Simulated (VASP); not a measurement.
Set up this calculation in VASP 6.6.1, as the native input.

```yaml
Task: single point
Functional: PBE
Potentials_or_basis: VASP PAW PBE potentials, release 64 (Ta_pv, Cu)
Cutoff: 520 eV
k_mesh: 8 × 8 × 8
Occupations: methfessel-paxton, width 0.1 eV
Spin: no spin polarisation
Dipole_correction: no
Further_INCAR_settings: ALGO = Fast; EDIFF = 1e-07; NBANDS = 30
```

The structure of Ta3Cu lies in POSCAR:

```
Ta3Cu
1.0
   -2.0065070000      2.0065070000      4.2081700000
    2.0065070000     -2.0065070000      4.2081700000
    2.0065070000      2.0065070000     -4.2081700000
Ta Cu
3 1
Direct
    0.5000000000      0.5000000000      0.0000000000
    0.2500000000      0.7500000000      0.5000000000
    0.7500000000      0.2500000000      0.5000000000
    0.0000000000      0.0000000000      0.0000000000
```

These files were run (other wordings do the same):

INCAR

```
SYSTEM = Ta3Cu
PREC = Accurate
ENCUT = 520
EDIFF = 1E-7
ISMEAR = 1
SIGMA = 0.1
LREAL = .FALSE.
LASPH = .TRUE.
NELM = 60
ALGO = Fast
ISIF = 2
LWAVE = .FALSE.
LCHARG = .FALSE.
GGA = PE
NBANDS = 30
```

KPOINTS

```
Automatic mesh
0
G
  8 8 8
  0 0 0
```

Potentials or basis: VASP PAW PBE potentials, release 64 (Ta_pv, Cu).

Command:

```console
$ cat potpaw_PBE.64/Ta_pv/POTCAR potpaw_PBE.64/Cu/POTCAR > POTCAR
$ mpirun -np 1 vasp_std > vasp.out
```

Results of the run:

| Item | Value |
| --- | --- |
| Pressure | 0.7 GPa |
| Band gap on the k mesh | zero (band 22 reaches 6.71 eV, above the bottom of band 23 at 5.64 eV) |

Caveat: spin-orbit coupling is left out, which moves the levels of the heavy elements.

Wall time 5 min on 1 thread of Intel(R) Xeon(R) Platinum 8259CL CPU @ 2.50GHz (Skylake/Cascade Lake), on a shared host, peak memory 0.31 GiB.
